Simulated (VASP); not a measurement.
## W: single point with PBE

The system is W.

```
W
1.0
    -1.39537    1.39537    2.09306
     1.39537   -1.39537    2.09306
     1.39537    1.39537   -2.09306
W
1
Direct
  0.00000 0.00000 0.00000
```

This cell differs from its parent crystal: ratio of the length along z to the lengths across it x 1.5, volume and fractional coordinates fixed.

```json
{
  "Program": "VASP 6.6.1",
  "Task": "single point",
  "Functional": "PBE",
  "Potentials or basis": "VASP PAW PBE potentials, release 64 (W_sv)",
  "Cutoff": "520 eV",
  "k mesh": "24 × 24 × 24",
  "Occupations": "gaussian, width 0.15 eV",
  "Spin": "no spin polarisation",
  "Dipole correction": "no",
  "Further INCAR settings": "ALGO = Fast; EDIFF = 1e-06; NBANDS = 13"
}
```

| Quantity | Value |
| --- | --- |
| Pressure | 3.0 GPa |
| Band gap on the k mesh | zero (band 7 reaches 14.07 eV, above the bottom of band 8 at 10.15 eV) |

Stress tensor (GPa, compression positive):
```
-0.90  0.00  0.00
 0.00 -0.90  0.00
 0.00  0.00 10.85
```

Levels at points of the mesh, in eV from the Fermi level:
```
           k point  band 4  band 5  band 6  band 7  band 8  band 9  band 10  band 11
(0.00, 0.00, 0.00)  -37.36   -9.12   -1.18   -0.36   -0.36    1.85     3.08    12.76
(0.50, 0.00, 0.00)  -37.47   -5.73   -1.31   -0.43    0.57    4.75     5.21    10.34
(0.50, 0.50, 0.00)  -37.80   -5.61   -4.67    3.39    4.83    5.24     6.22    10.98
(0.50, 0.50, 0.50)  -37.71   -5.67   -4.56    2.23    5.06    5.67     5.67    12.08
```

It took 75 s on 1 thread of Intel(R) Xeon(R) 6975P-C (Granite Rapids) (shared host), peak memory 0.32 GiB.

Caveat: spin-orbit coupling is left out, which moves the levels of the heavy elements.
